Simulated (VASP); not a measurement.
# NaTbBr4 (P4/mmm) in VASP: further runs

NaTbBr4 is run at these levels: PBE; tasks: single point, relaxation of cell and atoms.

Program: VASP 6.6.1. These are calculated values, not measurements. Logs are shortened: lines on timing, memory, paths and dates and some standing lists are left out, and cuts for length are marked.

### Step 1. The cell of the first run

It takes space group P4/mmm (No. 123, tetragonal). Conventional cell: a = 7.438 Å, b = 7.438 Å, c = 3.754 Å, α = 90.00°, β = 90.00°, γ = 90.00°. Na (site symmetry 4/mmm) has 4 Br at 2.90 Å and 2 Na at 3.75 Å within 3.8 Å. Within 4.0 Å of Tb (site symmetry 4/mmm) lie 8 Br at 3.01 Å and 2 Tb at 3.75 Å. Br (site symmetry m2m) has 1 Na at 2.90 Å and 2 Tb at 3.01 Å and 4 Br at 3.33 to 3.75 Å within 3.8 Å.

The cell was generated, and may not be a known phase.

### Step 2. Single point, PBE

The input, INCAR:

```
  PREC = Accurate
  ENCUT = 500
  EDIFF = 1E-6
  ISMEAR = 0
  SIGMA = 0.02
  LREAL = False
  LASPH = True
  NELM = 200
  ALGO = Normal
  ISIF = 2
  LWAVE = False
  LCHARG = True
  GGA = PE
  LELF = True
  LVHAR = True
  NBANDS = 31
  GGA_COMPAT = False
  LMAXMIX = 6
```

The input, KPOINTS:

```
regular mesh
0
Gamma
  4 4 8
```

The input, POSCAR:

```
NaTbBr4
1.0
    7.4384610332      0.0000000000      0.0000000000
    0.0000000000      7.4384610332      0.0000000000
    0.0000000000      0.0000000000      3.7540996550
Na Tb Br
1 1 4
Direct
    0.5000000000      0.5000000000      0.5000000000
    0.0000000000      0.0000000000      0.0000000000
    0.2241326217      0.7758673783      0.5000000000
    0.7758673783      0.2241326217      0.5000000000
    0.2241326217      0.2241326217      0.5000000000
    0.7758673783      0.7758673783      0.5000000000
```

Potentials or basis: VASP PAW PBE potentials, release 64 (Na_pv, Tb_3, Br), 4f in core.

The run is started by

```
cat potpaw_PBE.64/Na_pv/POTCAR potpaw_PBE.64/Tb_3/POTCAR potpaw_PBE.64/Br/POTCAR > POTCAR
mpirun -np 1 vasp_std > vasp.out
```

OUTCAR:

```text
PREC = Accurate
   ENCUT = 500
   EDIFF = 1E-6
   ISMEAR = 0
   LREAL = False
   LASPH = True
   NELM = 200
   ISIF = 2
   GGA = PE

 ion  position               nearest neighbor table
   1  0.500  0.500  0.500-
   2  0.000  0.000  0.000-   3 3.01   4 3.01   5 3.01   6 3.01   3 3.01   4 3.01   5 3.01   6 3.01

   3  0.224  0.776  0.500-   2 3.01   2 3.01
   4  0.776  0.224  0.500-   2 3.01   2 3.01
   5  0.224  0.224  0.500-   2 3.01   2 3.01
   6  0.776  0.776  0.500-   2 3.01   2 3.01

  LATTYP: Found a simple tetragonal cell.
 ALAT       =     7.4384610332
 C/A-ratio  =     0.5046876818

  Lattice vectors:

 A1 = (   7.4384610332,   0.0000000000,   0.0000000000)
 A2 = (   0.0000000000,   7.4384610332,   0.0000000000)
 A3 = (   0.0000000000,   0.0000000000,   3.7540996550)

Analysis of symmetry for initial positions (statically):
=====================================================================
 Subroutine PRICEL returns:
 Original cell was already a primitive cell.

 Routine SETGRP: Setting up the symmetry group for a
 simple tetragonal supercell.

 Subroutine GETGRP returns: Found 16 space group operations
 (whereof 16 operations were pure point group operations)
 out of a pool of 16 trial point group operations.

The static configuration has the point symmetry D_4h.

Analysis of symmetry for dynamics (positions and initial velocities):
=====================================================================
 Subroutine PRICEL returns:
 Original cell was already a primitive cell.

 Routine SETGRP: Setting up the symmetry group for a
 simple tetragonal supercell.

 Subroutine GETGRP returns: Found 16 space group operations
 (whereof 16 operations were pure point group operations)
 out of a pool of 16 trial point group operations.

The dynamic configuration has the point symmetry D_4h.

 Subroutine INISYM returns: Found 16 space group operations
 (whereof 16 operations are pure point group operations),
 and found     1 'primitive' translations

----------------------------------------------------------------------------------------

                                     Primitive cell

  volume of cell :     207.7170

  direct lattice vectors                    reciprocal lattice vectors
     7.438461033  0.000000000  0.000000000     0.134436410  0.000000000  0.000000000
     0.000000000  7.438461033  0.000000000     0.000000000  0.134436410  0.000000000
     0.000000000  0.000000000  3.754099655     0.000000000  0.000000000  0.266375454

  length of vectors
     7.438461033  7.438461033  3.754099655     0.134436410  0.134436410  0.266375454

  position of ions in fractional coordinates (direct lattice)
     0.500000000  0.500000000  0.500000000
     0.000000000  0.000000000  0.000000000
     0.224132622  0.775867378  0.500000000
     0.775867378  0.224132622  0.500000000
     0.224132622  0.224132622  0.500000000
     0.775867378  0.775867378  0.500000000

  ion indices of the primitive-cell ions
   primitive index   ion index
                 1           1
                 2           2
                 3           3
                 4           4
                 5           5
                 6           6

----------------------------------------------------------------------------------------

 KPOINTS: regular mesh

Automatic generation of k-mesh.
 Grid dimensions read from file:
 generate k-points for:    4    4    8

 Generating k-lattice:

  Cartesian coordinates                     Fractional coordinates (reciprocal lattice)
     0.033609103  0.000000000  0.000000000     0.250000000  0.000000000  0.000000000
     0.000000000  0.033609103  0.000000000     0.000000000  0.250000000  0.000000000
     0.000000000  0.000000000  0.033296932     0.000000000  0.000000000  0.125000000

  Length of vectors
     0.033609103  0.033609103  0.033296932

  Shift w.r.t. Gamma in fractional coordinates (k-lattice)
     0.000000000  0.000000000  0.000000000

 Subroutine IBZKPT returns following result:
 ===========================================

 Found     30 irreducible k-points:

 Following reciprocal coordinates:
            Coordinates               Weight
  0.000000  0.000000  0.000000      1.000000
  0.250000  0.000000  0.000000      4.000000
  0.500000  0.000000  0.000000      2.000000
  0.250000  0.250000  0.000000      4.000000
  0.500000  0.250000  0.000000      4.000000
  0.500000  0.500000  0.000000      1.000000
[... 16 lines left out ...]
  0.500000  0.250000  0.375000      8.000000
  0.500000  0.500000  0.375000      2.000000
 [... further k-points ...]
   k-points           NKPTS =     30   k-points in BZ     NKDIM =     30   number of bands    NBANDS=     31
   number of dos      NEDOS =    301   number of ions     NIONS =      6
   total plane-waves  NPLWV =  81648
   dimension x,y,z NGX =    54 NGY =   54 NGZ =   28
   dimension x,y,z NGXF=   108 NGYF=  108 NGZF=   56
   ions per type =               1   1   4
   NGX,Y,Z   is equivalent  to a cutoff of  12.07, 12.07, 12.40 a.u.
   NGXF,Y,Z  is equivalent  to a cutoff of  24.14, 24.14, 24.80 a.u.
 SYSTEM =  unknown system
   PREC   = accura    normal or accurate (medium, high low for compatibility)
   ISTART =      0    job   : 0-new  1-cont  2-samecut
   ICHARG =      2    charge: 1-file 2-atom 10-const
   ISPIN  =      1    spin polarized calculation?
   LNONCOLLINEAR =      F non collinear calculations
   LSORBIT =      F    spin-orbit coupling
   LASPH  =      T    aspherical Exc in radial PAW
   ENCUT  =  500.0 eV  36.75 Ry    6.06 a.u.  13.56 13.56  6.84*2*pi/ulx,y,z
   NELM   =    200;   NELMIN=  2; NELMDL= -5     # of ELM steps
   EDIFF  = 0.1E-05   stopping-criterion for ELM
   LREAL  =      F    real-space projection
[... 7 lines left out ...]
   TEBEG  =    0.0;   TEEND  =   0.0 temperature during run
   PSTRESS=    0.0 pullay stress
   NELECT =      44.0000    total number of electrons
   NUPDOWN=      -1.0000    fix difference up-down
   EMIN   =  10.00;   EMAX   =-10.00  energy-range for DOS
   EFERMI =   0.00;   METHOD = LEGACY
   ISMEAR =     0;   SIGMA  =   0.02  broadening in eV -4-tet -1-fermi 0-gaus
   EFERMI_NEDOS =   21; number of points for ismear=-14 and -15
   IALGO  =     38    algorithm
   IMIX   =      4    mixing-type and parameters
     AMIX     =   0.40;   BMIX     =  1.00
     AMIX_MAG =   1.60;   BMIX_MAG =  1.00
  volume/ion in A,a.u.               =      34.62       233.62
  Fermi-wavevector in a.u.,A,eV,Ry     =   0.975892  1.844168 12.957713  0.952365
  Thomas-Fermi vector in A             =   2.106467
   LORBIT       =      0    0 simple, 1 ext, 2 COOP (PROOUT), +10 PAW based schemes
   GGA     = PE    functional components
   LHFCALC =     F    Hartree Fock is set to
   AEXX    =    0.0000 exact exchange contribution
   IVDW    =     0    specifies the selected vdW correction
   LEPSILON=     F    determine dielectric tensor
   LRPA    =     F    only Hartree local field effects (RPA)
 non-spin polarized calculation
 Gauss-broadening in eV      SIGMA  =   0.02
  energy-cutoff  :      500.00
  volume of cell :      207.72
 maximum number of plane-waves:      5310
   NGX = 27   NGY = 27   NGZ = 13

 number of electron      44.0000002 magnetization

 Free energy of the ion-electron system (eV)
  ---------------------------------------------------
  ext. energy  EPLUGINS =         0.00000000
  ---------------------------------------------------
  free energy    TOTEN  =       -21.75051885 eV

  energy without entropy =      -21.75051885  energy(sigma->0) =      -21.75051885

 E-fermi :   0.1950     XC(G=0):  -7.5133

 val. band max:        0.0705097520   @ k =   0.0000   0.0000   0.5000
 cond. band min:       1.2497696367   @ k =   0.0000   0.0000   0.0000
 fundamental gap:      1.1792598847
 Fermi energy:         0.1950006809

 k-point     1 :       0.0000    0.0000    0.0000
  band No.  band energies     occupation
      1     -23.7276      2.00000
      2     -23.6405      2.00000
      3     -23.6405      2.00000
      4     -22.8827      2.00000
      5     -22.8827      2.00000
      6     -22.8137      2.00000
[... 23 lines left out ...]
     30       6.3088      0.00000
     31       6.3088      0.00000

 k-point     2 :       0.2500    0.0000    0.0000
  band No.  band energies     occupation
      1     -23.7275      2.00000
      2     -23.6405      2.00000
      3     -23.6405      2.00000
      4     -22.8828      2.00000
      5     -22.8828      2.00000
      6     -22.8137      2.00000
[... 23 lines left out ...]
     30       6.4921      0.00000
     31       6.8509      0.00000

 k-point     3 :       0.5000    0.0000    0.0000
  band No.  band energies     occupation
      1     -23.7275      2.00000
      2     -23.6405      2.00000
      3     -23.6405      2.00000
      4     -22.8828      2.00000
      5     -22.8828      2.00000
      6     -22.8137      2.00000
[... 23 lines left out ...]
     30       6.5651      0.00000
     31       7.2126      0.00000

 k-point     4 :       0.2500    0.2500    0.0000
  band No.  band energies     occupation
      1     -23.7275      2.00000
      2     -23.6405      2.00000
      3     -23.6405      2.00000
      4     -22.8828      2.00000
      5     -22.8828      2.00000
      6     -22.8137      2.00000
[... 23 lines left out ...]
     30       6.3738      0.00000
     31       6.6090      0.00000

 k-point     5 :       0.5000    0.2500    0.0000
  band No.  band energies     occupation
      1     -23.7275      2.00000
      2     -23.6405      2.00000
      3     -23.6405      2.00000
      4     -22.8828      2.00000
      5     -22.8828      2.00000
      6     -22.8137      2.00000
[... 23 lines left out ...]
     30       6.5054      0.00000
     31       6.7120      0.00000
[... 542 lines left out ...]
     30       6.8011      0.00000
     31       6.8773      0.00000

 k-point    22 :       0.2500    0.2500    0.3750
  band No.  band energies     occupation
      1     -23.7408      2.00000
      2     -23.6392      2.00000
      3     -23.6392      2.00000
      4     -23.0388      2.00000
      5     -22.8434      2.00000
      6     -22.8434      2.00000
[... 23 lines left out ...]
     30       6.9566      0.00000
     31       7.0676      0.00000

 k-point    23 :       0.5000    0.2500    0.3750
  band No.  band energies     occupation
      1     -23.7408      2.00000
      2     -23.6392      2.00000
      3     -23.6392      2.00000
      4     -23.0388      2.00000
      5     -22.8434      2.00000
      6     -22.8434      2.00000
[... 23 lines left out ...]
     30       7.0036      0.00000
     31       7.0575      0.00000

 k-point    24 :       0.5000    0.5000    0.3750
  band No.  band energies     occupation
      1     -23.7407      2.00000
      2     -23.6392      2.00000
      3     -23.6392      2.00000
      4     -23.0388      2.00000
      5     -22.8434      2.00000
      6     -22.8434      2.00000
[... 23 lines left out ...]
     30       7.0483      0.00000
     31       7.0483      0.00000

 [... further k-points ...]
[... 5 lines left out ...]
  --------------------------------------------------------------------------------------
  -------------------------------------------------------------------------------------
  Total       -0.0712505     -0.0712505     -0.0660324      0.0000000     -0.0000000      0.0000000
  in kB       -0.5495742     -0.5495742     -0.5093255      0.0000000     -0.0000000      0.0000000
  external PRESSURE =      -0.5361580 kB  Pullay stress =       0.0000000 kB

 VOLUME and BASIS-vectors are now :
 -----------------------------------------------------------------------------
  energy-cutoff  :      500.00
  volume of cell :      207.72
      direct lattice vectors                 reciprocal lattice vectors
     7.438461033  0.000000000  0.000000000     0.134436410  0.000000000  0.000000000
     0.000000000  7.438461033  0.000000000     0.000000000  0.134436410  0.000000000
     0.000000000  0.000000000  3.754099655     0.000000000  0.000000000  0.266375454

 POSITION                                       TOTAL-FORCE (eV/Angst)
 -----------------------------------------------------------------------------------
      3.71923      3.71923      1.87705         0.000000      0.000000     -0.000000
      0.00000      0.00000      0.00000         0.000000      0.000000     -0.000000
      1.66720      5.77126      1.87705        -0.006201      0.006201     -0.000000
      5.77126      1.66720      1.87705         0.006201     -0.006201      0.000000
      1.66720      1.66720      1.87705        -0.006201     -0.006201     -0.000000
      5.77126      5.77126      1.87705         0.006201      0.006201      0.000000
 -----------------------------------------------------------------------------------
    total drift:                               -0.000000      0.000000     -0.000000

  FREE ENERGIE OF THE ION-ELECTRON SYSTEM (eV)
  ---------------------------------------------------
  free  energy   TOTEN  =       -21.7505188526 eV

  energy  without entropy=      -21.7505188526  energy(sigma->0) =      -21.75051885
```

Wall time 80 s (1 thread of AMD EPYC 9R45 (Zen 5), shared host); peak memory 0.35 GiB.

What came out:

| Item | Value |
| --- | --- |
| Free energy | -21.7505 eV |
| Pressure | -0.1 GPa |
| Largest force | 0.009 eV/Å |
| Band gap on the k mesh | 1.18 eV (least direct gap 1.39 eV) |

Forces in eV/Å, atoms in the order of the input:
```
Na   0.000  0.000  0.000
Tb   0.000  0.000  0.000
Br  -0.006  0.006  0.000
Br   0.006 -0.006  0.000
Br  -0.006 -0.006  0.000
Br   0.006  0.006  0.000
```

Levels at points of the mesh, in eV from the valence-band top:
```tsv
k point	band 20	band 21	band 22	band 23	band 24	band 25
(0.00, 0.00, 0.00)	-0.90	-0.71	-0.21	1.18	2.90	3.45
(0.50, 0.00, 0.00)	-0.85	-0.76	-0.50	1.45	3.54	3.83
(0.50, 0.50, 0.00)	-1.19	-0.92	-0.81	1.54	3.12	3.78
(0.00, 0.00, 0.50)	-0.73	-0.73	0.00	2.54	3.71	4.46
(0.50, 0.00, 0.50)	-1.33	-0.65	-0.23	2.62	3.98	4.21
(0.50, 0.50, 0.50)	-1.22	-1.22	-0.61	2.70	3.56	4.68
```

Caveat: spin-orbit coupling is left out, which moves the levels of the heavy elements; the 4f electrons are frozen in the core, so they carry no moment and show no levels.

(Continued in part 2 of 2.)
